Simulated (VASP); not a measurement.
The system is BN.

```
CELL_PARAMETERS angstrom
2.46448 0.00000 0.00000
-1.23224 2.13430 0.00000
0.00000 0.00000 6.54602
ATOMIC_POSITIONS crystal
N 0.66667 0.33333 0.25000
N 0.33333 0.66667 0.75000
B 0.66667 0.33333 0.75000
B 0.33333 0.66667 0.25000
```

Base run:

| Item | Value |
| --- | --- |
| Program | VASP 6.6.1 |
| Functional | RPBE |
| Potentials or basis | VASP PAW PBE potentials, release 64 (N, B) |
| Cutoff | 520 eV |
| k mesh | 12 × 12 × 4 |
| Occupations | fermi-dirac, width 0.05 eV |
| Spin | no spin polarisation |

Its results: band gap on the k mesh 4.44 eV, indirect (least direct gap 4.83 eV); pressure 20.5 GPa.

Problem. The run is repeated on the same cell with these changes: functional from RPBE to PBEsol; further incar settings from ALGO = Normal; EDIFF = 1e-06; NBANDS = 16 to ALGO = Normal; EDIFF = 1e-07; NBANDS = 16. What comes out?

Solution. Band gap on the k mesh 4.22 eV, indirect (least direct gap 4.67 eV); pressure 13.4 GPa.

Caveats: the PAW data sets were made with another functional, which shifts forces and pressure a little; this functional lacks dispersion, which binds the layers, so the pressure and a relaxed spacing across them are unreliable.

A k mesh can miss the band edges.
